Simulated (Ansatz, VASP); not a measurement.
# One calculation of ZrOF2, two programs

INCAR

```
PREC = Accurate
ENCUT = 600
EDIFF = 1E-7
ISMEAR = 0
SIGMA = 0.1
LREAL = F
LASPH = T
NELM = 100
ALGO = Normal
ISIF = 3
LWAVE = F
LCHARG = F
GGA = PE
IBRION = 2
NSW = 90
EDIFFG = -0.04
```

Contents of KPOINTS:

```
Automatic mesh
0
Gamma
  6 6 4
```

POSCAR

```
ZrOF2
1.0
    2.9842487900      0.0000000000      0.0000000000
   -1.4921243900      2.5844352600      0.0000000000
    0.0000000000      0.0000000000      5.4540202100
Zr O F
1 1 2
Direct
    0.0000000000      0.0000000000      0.0000000000
    0.0000000000      0.0000000000      0.5000000000
    0.3333333300      0.6666666700      0.2332690100
    0.6666666700      0.3333333300      0.7667309900
```

Input for Ansatz:

```yaml
crystal:
  lattice:
    - [2.98424879, 0.0, 0.0]
    - [-1.49212439, 2.58443526, 0.0]
    - [0.0, 0.0, 5.45402021]
  atoms:
    - { symbol: Zr, position: [0.0, 0.0, 0.0] }
    - { symbol: O, position: [0.0, 0.0, 0.5] }
    - { symbol: F, position: [0.33333333, 0.66666667, 0.23326901] }
    - { symbol: F, position: [0.66666667, 0.33333333, 0.76673099] }
basis:
  ecutwfc: 420
kpoints:
  mp_grid: { grid: [6, 6, 4] }
hamiltonian:
  xc: pbe
scf:
  occupations: { method: gaussian, width: 0.1 }
  lower_state_search: "off"
output:
  forces: true
  stress: true
  eigenvalues: true
relax:
  adjacent_minimum: "off"
  f_tol: 0.04
  max_steps: 70
  cell: { stress_tol: 0.4 }
```

Change from the starting cell: species swapped into the LiVSe2 type (P-3m1, No. 164).

Alike in both runs: task relaxation of cell and atoms; functional PBE; k mesh 6 × 6 × 4; occupations gaussian, width 0.1 eV; no spin polarisation.

```csv
,VASP,Ansatz
version,VASP 6.6.1,Ansatz 0.2.0
potentials or method,"VASP PAW PBE potentials, release 64 (Zr_sv, O, F), cutoff 600 eV","scalar-relativistic, plane waves, PAW"
valence electrons in the cell,32,32
```

Ansatz gave:

```
gap on the k mesh at the Fermi level, each at its own relaxed structure (eV)  : 3.57
relaxed volume (Å³/atom)                                                      : 13.41
relaxed length of the cell vector where the two differ most in proportion (Å) : 3.950
```

Question: Which values does VASP return?

Answer: gap on the k mesh at the Fermi level, each at its own relaxed structure (eV): 3.58; relaxed volume (Å³/atom): 12.70; relaxed length of the cell vector where the two differ most in proportion (Å): 3.841.

One of these differences is far larger than is usual between the two programs; its cause wasn't traced.

Noted on VASP's run: the volume moved by over 15 % at a fixed basis, so the end points are rough.
